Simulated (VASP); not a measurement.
Set up this calculation in VASP 6.6.1, as the native input.

- Task: relaxation of cell and atoms
- Functional: PBE
- Potentials or basis: VASP PAW PBE potentials, release 64 (Li_sv, F_h)
- Cutoff: 1350 eV
- k mesh: 12 × 12 × 6
- Occupations: fermi-dirac, width 0.02 eV
- Spin: no spin polarisation
- Dipole correction: no
- Further INCAR settings: ALGO = Normal; EDIFF = 1e-07; IBRION = 2; EDIFFG = -0.005; NSW = 80; ISIF = 3

The structure of LiF lies in POSCAR:

```
LiF
1.0
    2.3837460000      0.0000000000      0.0000000000
   -1.1918730000      2.0643845922      0.0000000000
    0.0000000000      0.0000000000      3.8855059800
Li F
2 2
Direct
    0.0000000000      0.0000000000      0.0000000000
    0.0000000000      0.0000000000      0.5000000000
    0.3333333333      0.6666666667      0.2500000000
    0.6666666667      0.3333333333      0.7500000000
```

These files were run (other wordings do the same):

INCAR

```
SYSTEM = LiF
  PREC = Accurate
  ENCUT = 1350
  EDIFF = 1E-7
  ISMEAR = -1
  SIGMA = 0.02
  LREAL = .FALSE.
  LASPH = .TRUE.
  NELM = 120
  ALGO = Normal
  ISIF = 3
  LWAVE = .FALSE.
  LCHARG = .FALSE.
  GGA = PE
  IBRION = 2
  NSW = 80
  EDIFFG = -0.005
  GGA_COMPAT = .FALSE.
  NELMIN = 4
```

KPOINTS

```
Automatic mesh
0
G
  12 12 6
  0 0 0
```

Potentials or basis: VASP PAW PBE potentials, release 64 (Li_sv, F_h).

The run is started by

```console
$ cat potpaw_PBE.64/Li_sv/POTCAR potpaw_PBE.64/F_h/POTCAR > POTCAR
$ mpirun -np 1 vasp_std > vasp.out
```

Results of the run:

* Relaxed volume: 8.36 Å³/atom
* Relaxed cell: a = 2.822 Å, b = 2.822 Å, c = 4.848 Å, α = 90.00°, β = 90.00°, γ = 120.00°
* Space group after relaxing (to 0.1 Å): P6_3/mmc (No. 194)
* Energy gained by relaxing: 882.1 meV/atom
* Ionic steps: 10
* Pressure after relaxing: 0.0 GPa
* Band gap on the k mesh: 8.81 eV

Caveat: the volume moved by over 15 % at a fixed basis, so the end points are rough.

It took 7.3 min on 1 thread of Intel(R) Xeon(R) Platinum 8259CL CPU @ 2.50GHz (Skylake/Cascade Lake), on a shared host, peak memory 0.24 GiB.
